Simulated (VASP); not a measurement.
# Sr (Fm-3m) in VASP: further runs

The runs below take Sr through single point, relaxation of cell and atoms, with r2SCAN.

Everything below comes from runs of VASP 6.6.1. Logs are shortened: lines on timing, memory, paths and dates and some standing lists are left out, and cuts for length are marked.

### Step 1. The cell of the first run

It takes space group Fm-3m (No. 225, cubic). Conventional cell: a = 6.105 Å, b = 6.105 Å, c = 6.105 Å, α = 90.00°, β = 90.00°, γ = 90.00°. Sr (site symmetry m-3m) has 12 Sr at 4.32 Å within 5.7 Å.

### Step 2. Single point, r2SCAN

Contents of POSCAR:

```
Sr
1.0
    0.0000000000      3.0523628429      3.0523628429
    3.0523628429      0.0000000000      3.0523628429
    3.0523628429      3.0523628429      0.0000000000
Sr
1
Direct
    0.0000000000      0.0000000000      0.0000000000
```

Contents of INCAR.step1:

```
SYSTEM = Sr
  PREC = Accurate
  ENCUT = 520
  ISMEAR = -1
  SIGMA = 0.1
  LREAL = .FALSE.
  LASPH = .TRUE.
  NELM = 80
  NBANDS = 11
  GGA = PE
  ALGO = Normal
  EDIFF = 1E-4
  LWAVE = .TRUE.
  LCHARG = .FALSE.
```

Contents of INCAR.step2:

```
SYSTEM = Sr
  PREC = Accurate
  ENCUT = 520
  EDIFF = 1E-6
  ISMEAR = -1
  SIGMA = 0.1
  LREAL = .FALSE.
  LASPH = .TRUE.
  NELM = 80
  ALGO = Normal
  ISIF = 2
  LWAVE = .FALSE.
  LCHARG = .TRUE.
  METAGGA = R2SCAN
  LMIXTAU = .TRUE.
  LELF = .TRUE.
  LVHAR = .TRUE.
  NBANDS = 11
  ISTART = 1
```

Contents of KPOINTS:

```
Automatic mesh
0
G
  6 6 6
  0 0 0
```

Potentials or basis: VASP PAW PBE potentials, release 64 (Sr_sv).

On the command line:

```
cat potpaw_PBE.64/Sr_sv/POTCAR > POTCAR
cp INCAR.step1 INCAR
mpirun -np 1 vasp_std > vasp.out
cp INCAR.step2 INCAR
mpirun -np 1 vasp_std > vasp.out
```

OUTCAR:

```text
SYSTEM = Sr
   PREC = Accurate
   ENCUT = 520
   EDIFF = 1E-6
   ISMEAR = -1
   LREAL = .FALSE.
   LASPH = .TRUE.
   NELM = 80
   ISIF = 2
   METAGGA = R2SCAN
   ISTART = 1

 ion  position               nearest neighbor table
   1  0.000  0.000  0.000-

  LATTYP: Found a face centered cubic cell.
 ALAT       =     6.1047256858

  Lattice vectors:

 A1 = (   0.0000000000,   3.0523628429,   3.0523628429)
 A2 = (   3.0523628429,   0.0000000000,   3.0523628429)
 A3 = (   3.0523628429,   3.0523628429,   0.0000000000)

Analysis of symmetry for initial positions (statically):
=====================================================================
 Subroutine PRICEL returns:
 Original cell was already a primitive cell.

 Routine SETGRP: Setting up the symmetry group for a
 face centered cubic supercell.

 Subroutine GETGRP returns: Found 48 space group operations
 (whereof 48 operations were pure point group operations)
 out of a pool of 48 trial point group operations.

The static configuration has the point symmetry O_h .

Analysis of symmetry for dynamics (positions and initial velocities):
=====================================================================
 Subroutine PRICEL returns:
 Original cell was already a primitive cell.

 Routine SETGRP: Setting up the symmetry group for a
 face centered cubic supercell.

 Subroutine GETGRP returns: Found 48 space group operations
 (whereof 48 operations were pure point group operations)
 out of a pool of 48 trial point group operations.

The dynamic configuration has the point symmetry O_h .

 Subroutine INISYM returns: Found 48 space group operations
 (whereof 48 operations are pure point group operations),
 and found     1 'primitive' translations

----------------------------------------------------------------------------------------

                                     Primitive cell

  volume of cell :      56.8772

  direct lattice vectors                    reciprocal lattice vectors
     0.000000000  3.052362843  3.052362843    -0.163807524  0.163807524  0.163807524
     3.052362843  0.000000000  3.052362843     0.163807524 -0.163807524  0.163807524
     3.052362843  3.052362843  0.000000000     0.163807524  0.163807524 -0.163807524

  length of vectors
     4.316692930  4.316692930  4.316692930     0.283722954  0.283722954  0.283722954

  position of ions in fractional coordinates (direct lattice)
     0.000000000  0.000000000  0.000000000

[... 70 lines left out ...]
   IBRION =     -1    ionic relax: 0-MD 1-quasi-New 2-CG
   NFREE  =      0    steps in history (QN), initial steepest desc. (CG)
   ISIF   =      2    stress and relaxation
   ISYM   =      2    0-nonsym 1-usesym 2-fastsym
   POTIM  = 0.5000    time-step for ionic-motion
   TEBEG  =    0.0;   TEEND  =   0.0 temperature during run
   PSTRESS=    0.0 pullay stress
   NELECT =      10.0000    total number of electrons
   NUPDOWN=      -1.0000    fix difference up-down
   EMIN   =  10.00;   EMAX   =-10.00  energy-range for DOS
   EFERMI =   0.00;   METHOD = LEGACY
   ISMEAR =    -1;   SIGMA  =   0.10  broadening in eV -4-tet -1-fermi 0-gaus
   EFERMI_NEDOS =   21; number of points for ismear=-14 and -15
   IALGO  =     38    algorithm
   IMIX   =      4    mixing-type and parameters
     AMIX     =   0.40;   BMIX     =  1.00
     AMIX_MAG =   1.60;   BMIX_MAG =  1.00
  volume/ion in A,a.u.               =      56.88       383.83
  Fermi-wavevector in a.u.,A,eV,Ry     =   0.917125  1.733116 11.444116  0.841119
  Thomas-Fermi vector in A             =   2.042059
   LORBIT       =      0    0 simple, 1 ext, 2 COOP (PROOUT), +10 PAW based schemes
   METAGGA = R2SCAN    functional components
   LHFCALC =     F    Hartree Fock is set to
   AEXX    =    0.0000 exact exchange contribution
   IVDW    =     0    specifies the selected vdW correction
   LEPSILON=     F    determine dielectric tensor
   LRPA    =     F    only Hartree local field effects (RPA)
 non-spin polarized calculation
  energy-cutoff  :      520.00
  volume of cell :       56.88
 maximum number of plane-waves:      1544
   NGX = 17   NGY = 17   NGZ = 17

 number of electron      10.0000000 magnetization

 Free energy of the ion-electron system (eV)
  ---------------------------------------------------
  ext. energy  EPLUGINS =         0.00000000
  ---------------------------------------------------
  free energy    TOTEN  =       -15.10763458 eV

  energy without entropy =      -15.05188724  energy(sigma->0) =      -15.07976091

 E-fermi :   1.4963     XC(G=0):  -7.6832

 val. band max:        1.4905560480   @ k =  -0.3333   0.3333   0.1667
 cond. band min:       1.5540224279   @ k =  -0.3333   0.3333   0.1667
 fundamental gap:      0.0634663799
 Fermi energy:         1.4963111748

 k-point     1 :       0.0000    0.0000    0.0000
  band No.  band energies     occupation
      1     -36.5926      2.00000
      2     -17.8571      2.00000
      3     -17.8571      2.00000
      4     -17.8571      2.00000
      5      -2.2900      2.00000
      6       4.1566      0.00000
      7       4.1566      0.00000
      8       4.1566      0.00000
      9       5.6548      0.00000
     10       5.6548      0.00000
     11       8.9088      0.00000
[... 197 lines left out ...]
 k-point    16 :      -0.3333    0.5000    0.1667
  band No.  band energies     occupation
      1     -36.5754      2.00000
      2     -18.0017      2.00000
      3     -17.9492      2.00000
      4     -17.9241      2.00000
      5       1.3889      1.49069
      6       2.0807      0.00578
      7       2.3034      0.00062
      8       4.5500      0.00000
      9       7.0053      0.00000
     10       7.2212      0.00000
     11       7.2535      0.00000

------------------------ aborting loop because EDIFF is reached ----------------------------------------

  FORCE on cell =-STRESS in cart. coord.  units (eV):
  Direction    XX          YY          ZZ          XY          YZ          ZX
  --------------------------------------------------------------------------------------
  -------------------------------------------------------------------------------------
  Total        0.0070916      0.0070916      0.0070916     -0.0000000     -0.0000000      0.0000000
  in kB        0.1997635      0.1997635      0.1997635     -0.0000000     -0.0000000      0.0000000
  external PRESSURE =       0.1997635 kB  Pullay stress =       0.0000000 kB

 VOLUME and BASIS-vectors are now :
 -----------------------------------------------------------------------------
  energy-cutoff  :      520.00
  volume of cell :       56.88
      direct lattice vectors                 reciprocal lattice vectors
     0.000000000  3.052362843  3.052362843    -0.163807524  0.163807524  0.163807524
     3.052362843  0.000000000  3.052362843     0.163807524 -0.163807524  0.163807524
     3.052362843  3.052362843  0.000000000     0.163807524  0.163807524 -0.163807524

 POSITION                                       TOTAL-FORCE (eV/Angst)
 -----------------------------------------------------------------------------------
      0.00000      0.00000      0.00000        -0.000000      0.000000      0.000000
 -----------------------------------------------------------------------------------
    total drift:                                0.000000      0.000000      0.000000

  FREE ENERGIE OF THE ION-ELECTRON SYSTEM (eV)
  ---------------------------------------------------
  free  energy   TOTEN  =       -15.1076345757 eV

  energy  without entropy=      -15.0518872447  energy(sigma->0) =      -15.07976091
```

It took 50 s on 1 thread of Intel Xeon Platinum 8259CL at 2.50GHz (Skylake/Cascade Lake), shared host; peak memory 0.18 GiB.

What came out:

- Free energy: -15.1076 eV
- Pressure: 0.0 GPa
- Band gap on the k mesh: zero (band 5 reaches 1.49 eV, above the bottom of band 6 at 1.42 eV)

Levels at points of the mesh, in eV from the Fermi level:
| k point | band 3 | band 4 | band 5 | band 6 | band 7 | band 8 |
| --- | --- | --- | --- | --- | --- | --- |
| (0.00, 0.00, 0.00) | -19.35 | -19.35 | -3.79 | 2.66 | 2.66 | 2.66 |
| (0.50, 0.00, 0.00) | -19.38 | -19.38 | -1.05 | -0.08 | 2.47 | 2.47 |
| (0.50, 0.50, 0.00) | -19.42 | -19.42 | -0.57 | 0.51 | 0.97 | 5.20 |

Caveat: the PAW data sets were made with another functional, which shifts forces and pressure a little.

### Step 3. Relaxation of cell and atoms, r2SCAN

This run uses another cell than the first one, of 56.32 Å³/atom, 0.990 times its volume.

Contents of POSCAR:

```
Sr
1.0
    0.0000000000      3.0423500000      3.0423500000
    3.0423500000      0.0000000000      3.0423500000
    3.0423500000      3.0423500000      0.0000000000
Sr
1
Direct
    0.0000000000      0.0000000000      0.0000000000
```

Contents of INCAR.step1:

```
SYSTEM = Sr
PREC     = Accurate       ! precision mode
ENCUT    = 600            ! plane-wave cutoff, eV
ISMEAR   = -1             ! smearing method
SIGMA    = 0.1            ! smearing width, eV
LREAL    = .False.        ! projectors in reciprocal space
LASPH    = .True.         ! aspherical terms in the spheres
NELM     = 100            ! most SCF steps
GGA      = PE             ! functional
ALGO     = Normal         ! electronic algorithm
EDIFF    = 1E-4           ! SCF threshold, eV
LWAVE    = .True.         ! write WAVECAR
LCHARG   = .False.        ! write CHGCAR
```

Contents of INCAR.step2:

```
SYSTEM = Sr
PREC     = Accurate       ! precision mode
ENCUT    = 600            ! plane-wave cutoff, eV
EDIFF    = 1E-6           ! SCF threshold, eV
ISMEAR   = -1             ! smearing method
SIGMA    = 0.1            ! smearing width, eV
LREAL    = .False.        ! projectors in reciprocal space
LASPH    = .True.         ! aspherical terms in the spheres
NELM     = 100            ! most SCF steps
ALGO     = Normal         ! electronic algorithm
ISIF     = 3              ! what is computed and relaxed
LWAVE    = .False.        ! write WAVECAR
LCHARG   = .False.        ! write CHGCAR
METAGGA  = R2SCAN         ! meta-GGA
LMIXTAU  = .True.       
IBRION   = 2              ! ionic algorithm
NSW      = 50             ! ionic steps
EDIFFG   = -0.02          ! ionic threshold
ISTART   = 1
```

Contents of KPOINTS:

```
Automatic mesh
0
Gamma
  6 6 6
  0 0 0
```

Potentials or basis: VASP PAW PBE potentials, release 64 (Sr_sv).

On the command line:

```
cat potpaw_PBE.64/Sr_sv/POTCAR > POTCAR
cp INCAR.step1 INCAR
mpirun -np 1 vasp_std > vasp.out
cp INCAR.step2 INCAR
mpirun -np 1 vasp_std > vasp.out
```

Run time: 99 s. Hardware: 1 thread of Intel Xeon Platinum 8259CL at 2.50GHz (Skylake/Cascade Lake), shared host; peak memory 0.22 GiB.

Results (log left out):

| Property | Result |
| --- | --- |
| Free energy | -15.1078 eV |
| Relaxed volume | 56.74 Å³/atom |
| Relaxed cell | a = 4.313 Å, b = 4.313 Å, c = 4.313 Å, α = 60.00°, β = 60.00°, γ = 60.00° |
| Space group after relaxing (to 0.05 Å) | Fm-3m (No. 225) |
| Energy gained by relaxing | 0.2 meV/atom |
| Ionic steps | 2 |
| Pressure after relaxing | 0.0 GPa |
| Band gap on the k mesh | zero (band 5 reaches 1.50 eV, above the bottom of band 6 at 1.43 eV) |

The path:
| step | energy change (eV) | largest force (eV/Å) | pressure (GPa) | volume (Å³) |
| --- | --- | --- | --- | --- |
| 1 | 0.0000 | 0.0000 | 0.15 | 56.32 |
| 2 | -0.0002 | 0.0000 | 0.04 | 56.74 |

Final structure:
```
CELL_PARAMETERS angstrom
0.00000 3.04992 3.04992
3.04992 0.00000 3.04992
3.04992 3.04992 0.00000
ATOMIC_POSITIONS crystal
Sr 0.00000 0.00000 0.00000
```

Levels at points of the mesh, in eV from the Fermi level:
```tsv
k point	band 3	band 4	band 5	band 6	band 7	band 8
(0.00, 0.00, 0.00)	-19.35	-19.35	-3.79	2.66	2.66	2.66
(0.50, 0.00, 0.00)	-19.37	-19.37	-1.05	-0.08	2.47	2.47
(0.50, 0.50, 0.00)	-19.41	-19.41	-0.57	0.51	0.97	5.21
```

Caveat: the PAW data sets were made with another functional, which shifts forces and pressure a little. Zero-point motion and thermal expansion aren't in these numbers.
